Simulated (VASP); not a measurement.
The system is NaCl.

```xyz
2
Lattice="2.8976 0.0000 0.0000 0.0000 2.8976 0.0000 0.0000 0.0000 2.8976" Properties=species:S:1:pos:R:3 pbc="T T T"
Na    0.0000    0.0000    0.0000
Cl    1.4488    1.4488    1.4488
```

Base run:

| Quantity | Value |
| --- | --- |
| Program | VASP 6.6.1 |
| Functional | r2SCAN |
| Potentials or basis | VASP PAW PBE potentials, release 64 (Na_pv, Cl) |
| Cutoff | 440 eV |
| k mesh | 8 × 8 × 8 |
| Occupations | fermi-dirac, width 0.02 eV |
| Spin | no spin polarisation |

Its results: band gap on the k mesh 5.22 eV; pressure 53.7 GPa.

The run is repeated on the same cell with these changes: functional from r2SCAN to PBE; cutoff from 440 eV to 400 eV. What comes out?

Band gap on the k mesh 4.57 eV; pressure 55.4 GPa.

Caveats: the cell stands under pressure; the PAW data sets were made with another functional, which shifts forces and pressure a little (at least some runs).

A k mesh can miss the band edges.
